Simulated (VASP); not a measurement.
# W (Fm-3m) in VASP: further runs

The runs below take W through single point, relaxation of cell and atoms, with PBE.

Everything below comes from runs of VASP 6.6.1. Logs are shortened: lines on timing, memory, paths and dates and some standing lists are left out, and cuts for length are marked.

**1. The cell of the first run**

Symmetry: Fm-3m, No. 225, cubic system. The conventional cell has a = 4.037 Å, b = 4.037 Å, c = 4.037 Å, α = 90.00°, β = 90.00°, γ = 90.00°. W (site symmetry m-3m) has 12 W at 2.85 Å within 3.8 Å.

**2. Single point, PBE**

The input, INCAR:

```
SYSTEM = W
PREC = Accurate ; ENCUT = 520
EDIFF = 1E-6 ; ISMEAR = 0
SIGMA = 0.1 ; LREAL = .FALSE.
LASPH = .TRUE. ; NELM = 60
ALGO = Normal ; ISIF = 2
LWAVE = .FALSE. ; LCHARG = .FALSE.
GGA = PE ; NBANDS = 13
```

The input, KPOINTS:

```
Automatic mesh
0
G
  18 18 18
  0 0 0
```

The input, POSCAR:

```
W
1.0
    0.0000000000      2.0185928055      2.0185928055
    2.0185928055      0.0000000000      2.0185928055
    2.0185928055      2.0185928055      0.0000000000
W
1
Direct
    0.0000000000      0.0000000000      0.0000000000
```

Potentials or basis: VASP PAW PBE potentials, release 64 (W_sv).

Run with:

```
$ cat potpaw_PBE.64/W_sv/POTCAR > POTCAR
$ mpirun -np 1 vasp_std > vasp.out
```

OUTCAR:

```text
SYSTEM = W
   PREC = Accurate
   ENCUT = 520
   EDIFF = 1E-6
   ISMEAR = 0
   LREAL = .FALSE.
   LASPH = .TRUE.
   NELM = 60
   ISIF = 2
   GGA = PE

 ion  position               nearest neighbor table
   1  0.000  0.000  0.000-

  LATTYP: Found a face centered cubic cell.
 ALAT       =     4.0371856110

  Lattice vectors:

 A1 = (   0.0000000000,   2.0185928055,   2.0185928055)
 A2 = (   2.0185928055,   0.0000000000,   2.0185928055)
 A3 = (   2.0185928055,   2.0185928055,   0.0000000000)

Analysis of symmetry for initial positions (statically):
=====================================================================
 Subroutine PRICEL returns:
 Original cell was already a primitive cell.

 Routine SETGRP: Setting up the symmetry group for a
 face centered cubic supercell.

 Subroutine GETGRP returns: Found 48 space group operations
 (whereof 48 operations were pure point group operations)
 out of a pool of 48 trial point group operations.

The static configuration has the point symmetry O_h .

Analysis of symmetry for dynamics (positions and initial velocities):
=====================================================================
 Subroutine PRICEL returns:
 Original cell was already a primitive cell.

 Routine SETGRP: Setting up the symmetry group for a
 face centered cubic supercell.

 Subroutine GETGRP returns: Found 48 space group operations
 (whereof 48 operations were pure point group operations)
 out of a pool of 48 trial point group operations.

The dynamic configuration has the point symmetry O_h .

 Subroutine INISYM returns: Found 48 space group operations
 (whereof 48 operations are pure point group operations),
 and found     1 'primitive' translations

----------------------------------------------------------------------------------------

                                     Primitive cell

  volume of cell :      16.4504

  direct lattice vectors                    reciprocal lattice vectors
     0.000000000  2.018592805  2.018592805    -0.247697306  0.247697306  0.247697306
     2.018592805  0.000000000  2.018592805     0.247697306 -0.247697306  0.247697306
     2.018592805  2.018592805  0.000000000     0.247697306  0.247697306 -0.247697306

  length of vectors
     2.854721322  2.854721322  2.854721322     0.429024319  0.429024319  0.429024319

  position of ions in fractional coordinates (direct lattice)
     0.000000000  0.000000000  0.000000000

  ion indices of the primitive-cell ions
   primitive index   ion index
                 1           1

----------------------------------------------------------------------------------------

 KPOINTS: Automatic mesh

Automatic generation of k-mesh.
 Grid dimensions read from file:
 generate k-points for:   18   18   18

 Generating k-lattice:

  Cartesian coordinates                     Fractional coordinates (reciprocal lattice)
    -0.013760961  0.013760961  0.013760961     0.055555556  0.000000000  0.000000000
     0.013760961 -0.013760961  0.013760961     0.000000000  0.055555556  0.000000000
     0.013760961  0.013760961 -0.013760961     0.000000000  0.000000000  0.055555556

  Length of vectors
     0.023834684  0.023834684  0.023834684

  Shift w.r.t. Gamma in fractional coordinates (k-lattice)
     0.000000000  0.000000000  0.000000000

 Subroutine IBZKPT returns following result:
 ===========================================

 Found    195 irreducible k-points:

 Following reciprocal coordinates:
            Coordinates               Weight
  0.000000  0.000000  0.000000      1.000000
  0.055556  0.000000  0.000000      8.000000
  0.111111  0.000000  0.000000      8.000000
  0.166667  0.000000  0.000000      8.000000
  0.222222  0.000000  0.000000      8.000000
  0.277778  0.000000  0.000000      8.000000
[... 16 lines left out ...]
 -0.277778  0.055556  0.000000     24.000000
 -0.222222  0.055556  0.000000     24.000000
 [... further k-points ...]
   k-points           NKPTS =    195   k-points in BZ     NKDIM =    195   number of bands    NBANDS=     13
   number of dos      NEDOS =    301   number of ions     NIONS =      1
   total plane-waves  NPLWV =  13824
   dimension x,y,z NGX =    24 NGY =   24 NGZ =   24
   dimension x,y,z NGXF=    48 NGYF=   48 NGZF=   48
   ions per type =               1
   NGX,Y,Z   is equivalent  to a cutoff of  13.98, 13.98, 13.98 a.u.
   NGXF,Y,Z  is equivalent  to a cutoff of  27.95, 27.95, 27.95 a.u.
 SYSTEM =  W
   PREC   = accura    normal or accurate (medium, high low for compatibility)
   ISTART =      0    job   : 0-new  1-cont  2-samecut
   ICHARG =      2    charge: 1-file 2-atom 10-const
   ISPIN  =      1    spin polarized calculation?
   LNONCOLLINEAR =      F non collinear calculations
   LSORBIT =      F    spin-orbit coupling
   LASPH  =      T    aspherical Exc in radial PAW
   ENCUT  =  520.0 eV  38.22 Ry    6.18 a.u.   5.31  5.31  5.31*2*pi/ulx,y,z
   NELM   =     60;   NELMIN=  2; NELMDL= -5     # of ELM steps
   EDIFF  = 0.1E-05   stopping-criterion for ELM
   LREAL  =      F    real-space projection
   EDIFFG = 0.1E-04   stopping-criterion for IOM
   NSW    =      0    number of steps for IOM
   IBRION =     -1    ionic relax: 0-MD 1-quasi-New 2-CG
   NFREE  =      0    steps in history (QN), initial steepest desc. (CG)
   ISIF   =      2    stress and relaxation
   ISYM   =      2    0-nonsym 1-usesym 2-fastsym
   POTIM  = 0.5000    time-step for ionic-motion
   TEBEG  =    0.0;   TEEND  =   0.0 temperature during run
   PSTRESS=    0.0 pullay stress
   NELECT =      14.0000    total number of electrons
   NUPDOWN=      -1.0000    fix difference up-down
   EMIN   =  10.00;   EMAX   =-10.00  energy-range for DOS
   EFERMI =   0.00;   METHOD = LEGACY
   ISMEAR =     0;   SIGMA  =   0.10  broadening in eV -4-tet -1-fermi 0-gaus
   EFERMI_NEDOS =   21; number of points for ismear=-14 and -15
   IALGO  =     38    algorithm
   IMIX   =      4    mixing-type and parameters
     AMIX     =   0.40;   BMIX     =  1.00
     AMIX_MAG =   1.60;   BMIX_MAG =  1.00
  volume/ion in A,a.u.               =      16.45       111.01
  Fermi-wavevector in a.u.,A,eV,Ry     =   1.551406  2.931732 32.747325  2.406860
  Thomas-Fermi vector in A             =   2.655930
   LORBIT       =      0    0 simple, 1 ext, 2 COOP (PROOUT), +10 PAW based schemes
   GGA     = PE    functional components
   LHFCALC =     F    Hartree Fock is set to
   AEXX    =    0.0000 exact exchange contribution
   IVDW    =     0    specifies the selected vdW correction
   LEPSILON=     F    determine dielectric tensor
   LRPA    =     F    only Hartree local field effects (RPA)
 non-spin polarized calculation
 Gauss-broadening in eV      SIGMA  =   0.10
  energy-cutoff  :      520.00
  volume of cell :       16.45
 maximum number of plane-waves:       459
 NGX is ok and might be reduce to    24
   NGX = 11   NGY = 11   NGZ = 11

 number of electron      14.0000002 magnetization

 Free energy of the ion-electron system (eV)
  ---------------------------------------------------
  ext. energy  EPLUGINS =         0.00000000
  ---------------------------------------------------
  free energy    TOTEN  =       -12.47520606 eV

  energy without entropy =      -12.46852640  energy(sigma->0) =      -12.47186623

 E-fermi :  10.4482     XC(G=0): -13.4226

 val. band max:       10.4468251268   @ k =  -0.1667   0.0556   0.0000
 cond. band min:      10.4593228053   @ k =  -0.2222   0.0556   0.0000
 fundamental gap:      0.0124976785
 Fermi energy:        10.4481736478

 k-point     1 :       0.0000    0.0000    0.0000
  band No.  band energies     occupation
      1     -63.2235      2.00000
      2     -26.8571      2.00000
      3     -26.8571      2.00000
      4     -26.8571      2.00000
      5       1.4765      2.00000
      6       9.9011      2.00000
      7       9.9011      2.00000
      8       9.9011      2.00000
      9      13.0159      0.00000
     10      13.0159      0.00000
     11      23.2396      0.00000
     12      28.4472      0.00000
     13      28.4472      0.00000

 k-point     2 :       0.0556    0.0000    0.0000
  band No.  band energies     occupation
      1     -63.2203      2.00000
      2     -26.8938      2.00000
      3     -26.8618      2.00000
      4     -26.8618      2.00000
      5       1.6122      2.00000
      6       9.7949      2.00000
      7       9.9651      2.00000
      8       9.9651      2.00000
      9      12.9567      0.00000
     10      12.9567      0.00000
     11      23.5139      0.00000
     12      27.8292      0.00000
     13      28.7018      0.00000

 k-point     3 :       0.1111    0.0000    0.0000
  band No.  band energies     occupation
      1     -63.2113      2.00000
      2     -26.9985      2.00000
      3     -26.8752      2.00000
      4     -26.8752      2.00000
      5       2.0047      2.00000
      6       9.5203      2.00000
      7      10.1318      1.99999
      8      10.1318      1.99999
      9      12.8230      0.00000
     10      12.8230      0.00000
     11      24.2501      0.00000
     12      26.6695      0.00000
     13      29.4399      0.00000
[... 305 lines left out ...]
 k-point    23 :      -0.2778    0.0556    0.0000
  band No.  band energies     occupation
      1     -63.1542      2.00000
      2     -27.6039      2.00000
      3     -26.9953      2.00000
      4     -26.9446      2.00000
      5       4.3380      2.00000
      6       8.9116      2.00000
      7      10.1159      2.00000
      8      10.2839      1.97982
      9      13.0972      0.00000
     10      14.1668      0.00000
     11      22.9676      0.00000
     12      26.9540      0.00000
     13      31.8051      0.00000

 k-point    24 :      -0.2222    0.0556    0.0000
  band No.  band energies     occupation
      1     -63.1721      2.00000
      2     -27.4152      2.00000
      3     -26.9680      2.00000
      4     -26.9175      2.00000
      5       3.6856      2.00000
      6       8.8070      2.00000
      7      10.3105      1.94854
      8      10.4593      0.87471
      9      12.5337      0.00000
     10      13.5583      0.00000
     11      23.8702      0.00000
     12      27.2503      0.00000
     13      31.4922      0.00000

 [... further k-points ...]
[... 5 lines left out ...]
  --------------------------------------------------------------------------------------
  -------------------------------------------------------------------------------------
  Total        0.0478374      0.0478374      0.0478374     -0.0000000      0.0000000      0.0000000
  in kB        4.6591006      4.6591006      4.6591006     -0.0000000      0.0000000      0.0000000
  external PRESSURE =       4.6591006 kB  Pullay stress =       0.0000000 kB

 VOLUME and BASIS-vectors are now :
 -----------------------------------------------------------------------------
  energy-cutoff  :      520.00
  volume of cell :       16.45
      direct lattice vectors                 reciprocal lattice vectors
     0.000000000  2.018592805  2.018592805    -0.247697306  0.247697306  0.247697306
     2.018592805  0.000000000  2.018592805     0.247697306 -0.247697306  0.247697306
     2.018592805  2.018592805  0.000000000     0.247697306  0.247697306 -0.247697306

 POSITION                                       TOTAL-FORCE (eV/Angst)
 -----------------------------------------------------------------------------------
      0.00000      0.00000      0.00000         0.000000      0.000000      0.000000
 -----------------------------------------------------------------------------------
    total drift:                               -0.000000      0.000000      0.000000

  FREE ENERGIE OF THE ION-ELECTRON SYSTEM (eV)
  ---------------------------------------------------
  free  energy   TOTEN  =       -12.4752060560 eV

  energy  without entropy=      -12.4685264027  energy(sigma->0) =      -12.47186623
```

Wall time 19 s (1 thread of Intel Xeon Platinum 8375C at 2.90GHz (Ice Lake), shared host); peak memory 0.17 GiB.

What came out:

- Free energy: -12.4752 eV
- Pressure: 0.5 GPa
- Band gap on the k mesh: zero (band 7 reaches 13.49 eV, above the bottom of band 8 at 9.90 eV)

Levels at points of the mesh, in eV from the Fermi level:
```tsv
k point	band 5	band 6	band 7	band 8	band 9	band 10
(0.00, 0.00, 0.00)	-8.97	-0.55	-0.55	-0.55	2.57	2.57
(0.50, 0.00, 0.00)	-5.58	-0.77	-0.77	0.63	5.03	5.03
(0.50, 0.50, 0.00)	-5.46	-4.50	3.04	5.00	5.76	5.76
```

Caveat: spin-orbit coupling is left out, which moves the levels of the heavy elements.

**3. Single point, PBE**

INCAR is that of step 2.

KPOINTS is that of step 2.

The input, POSCAR:

```
W
1.0
    0.0000000000      2.0185928054      2.0185928054
    2.0185928054      0.0000000000      2.0185928054
    2.0185928054      2.0185928054      0.0000000000
W
1
Direct
    0.0000000000      0.0000000000      0.0000000000
```

Potentials or basis: VASP PAW PBE potentials, release 64 (W_sv).

Run with:

```
$ cat potpaw_PBE.64/W_sv/POTCAR > POTCAR
$ mpirun -np 1 vasp_std > vasp.out
```

Wall time 20 s (1 thread of Intel Xeon Platinum 8375C at 2.90GHz (Ice Lake), shared host); peak memory 0.17 GiB.

Results (log left out):

- Free energy: -12.4752 eV
- Pressure: 0.5 GPa
- Band gap on the k mesh: zero (band 7 reaches 13.49 eV, above the bottom of band 8 at 9.90 eV)

Levels at points of the mesh, in eV from the Fermi level:
```tsv
k point	band 5	band 6	band 7	band 8	band 9	band 10
(0.00, 0.00, 0.00)	-8.97	-0.55	-0.55	-0.55	2.57	2.57
(0.50, 0.00, 0.00)	-5.58	-0.77	-0.77	0.63	5.03	5.03
(0.50, 0.50, 0.00)	-5.46	-4.50	3.04	5.00	5.76	5.76
```

Caveat: spin-orbit coupling is left out, which moves the levels of the heavy elements.

**4. Relaxation of cell and atoms, PBE**

This run uses another cell than the first one, of 16.73 Å³/atom, 1.017 times its volume.

The input, INCAR:

```
SYSTEM = W
PREC = Accurate
ENCUT = 600
EDIFF = 1E-6
ISMEAR = 0
SIGMA = 0.1
LREAL = .False.
LASPH = .True.
NELM = 60
ALGO = Fast
ISIF = 3
LWAVE = .False.
LCHARG = .False.
GGA = PE
IBRION = 2
NSW = 100
EDIFFG = -0.005
```

The input, KPOINTS:

```
regular mesh
0
Gamma
  18 18 18
  0 0 0
```

The input, POSCAR:

```
W
1.0
    0.0000000000      2.0300000000      2.0300000000
    2.0300000000      0.0000000000      2.0300000000
    2.0300000000      2.0300000000      0.0000000000
W
1
Direct
    0.0000000000      0.0000000000      0.0000000000
```

Run with:

```
$ cat potpaw_PBE.64/W_sv/POTCAR > POTCAR
$ mpirun -np 1 vasp_std > vasp.out
```

Run time: 1.7 min. Hardware: 1 thread of Intel Xeon Platinum 8375C at 2.90GHz (Ice Lake), shared host; peak memory 0.18 GiB.

Results (log left out):

| Item | Value |
| --- | --- |
| Free energy | -12.4754 eV |
| Relaxed volume | 16.48 Å³/atom |
| Relaxed cell | a = 2.856 Å, b = 2.856 Å, c = 2.856 Å, α = 60.00°, β = 60.00°, γ = 60.00° |
| Space group after relaxing (to 0.05 Å) | Fm-3m (No. 225) |
| Energy gained by relaxing | 3.3 meV/atom |
| Ionic steps | 4 |
| Pressure after relaxing | 0.0 GPa |
| Band gap on the k mesh | zero (band 7 reaches 13.46 eV, above the bottom of band 8 at 9.88 eV) |

Step by step:
| step | energy change (eV) | largest force (eV/Å) | pressure (GPa) | volume (Å³) |
| --- | --- | --- | --- | --- |
| 1 | 0.0000 | 0.0000 | -4.12 | 16.73 |
| 2 | 0.0313 | 0.0000 | 14.99 | 15.71 |
| 3 | -0.0033 | 0.0000 | -0.16 | 16.49 |
| 4 | -0.0033 | 0.0000 | 0.00 | 16.48 |

Final structure:
```
W
1.0
     0.00000    2.01965    2.01965
     2.01965    0.00000    2.01965
     2.01965    2.01965    0.00000
W
1
Direct
  0.00000 0.00000 0.00000
```

Levels at points of the mesh, in eV from the Fermi level:
```csv
k point,band 5,band 6,band 7,band 8,band 9,band 10
"(0.00, 0.00, 0.00)",-8.96,-0.55,-0.55,-0.55,2.56,2.56
"(0.50, 0.00, 0.00)",-5.57,-0.77,-0.77,0.63,5.02,5.02
"(0.50, 0.50, 0.00)",-5.45,-4.49,3.03,4.99,5.75,5.75
```

Caveat: spin-orbit coupling is left out, which moves the levels of the heavy elements.
